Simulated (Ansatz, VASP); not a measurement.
One calculation of I, two programs

```
I
1.0
    -1.99558    1.99558    1.99558
     1.99558   -1.99558    1.99558
     1.99558    1.99558   -1.99558
I
1
Direct
  0.00000 0.00000 0.00000
```

Alike in both runs: functional LDA; k mesh 13 × 13 × 13; occupations fermi-dirac, width 0.08 eV; no spin polarisation.

Ansatz relaxed the structure, and its values are those at the end. VASP's run is a single point on that final structure, the one shown.

|  | VASP | Ansatz |
| --- | --- | --- |
| version | VASP 6.6.1 | Ansatz 0.2.0 |
| potentials or method | VASP PAW LDA potentials, release 64 (I) | PAW with Ansatz's default frozen-core files, scalar-relativistic |
| plane-wave cutoff (eV) | 520 | 420 |
| valence electrons in the cell | 7 | 17 |

|  | VASP | Ansatz | Ansatz less VASP |
| --- | --- | --- | --- |
| pressure (GPa) | 0.0 | 0.0 | +0.02 |

LDA's correlation is that of Perdew and Zunger in VASP and of Perdew and Wang (1992) in Ansatz. VASP's potentials hold 7 valence electrons a cell and Ansatz's 17, so a difference there can come from the potentials and not from the codes.

Spin-orbit coupling is off throughout.
